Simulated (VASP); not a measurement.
The system is Nb.

```
Nb
1.0
    -1.65455    1.65455    1.65455
     1.65455   -1.65455    1.65455
     1.65455    1.65455   -1.65455
Nb
1
Direct
  0.00000 0.00000 0.00000
```

Base run:

- Program: VASP 6.6.1
- Functional: HSE06
- Potentials or basis: VASP PAW PBE potentials, release 64 (Nb_sv)
- Cutoff: 520 eV
- k mesh: 9 × 9 × 9
- Occupations: fermi-dirac, width 0.05 eV
- Spin: no spin polarisation

Its results: band gap on the k mesh zero (an odd number of electrons rules out a gap without spin polarisation); pressure -4.0 GPa.

Task: The run is repeated on the same cell with these changes: functional from HSE06 to PBE; k mesh from 9 × 9 × 9 to 16 × 16 × 16. What comes out?

Result: Band gap on the k mesh zero (an odd number of electrons rules out a gap without spin polarisation); pressure -0.4 GPa.

Several settings changed at once.

Caveats: the cell stands under tension (at least some runs); the PAW data sets were made with another functional, which shifts forces and pressure a little (at least some runs).
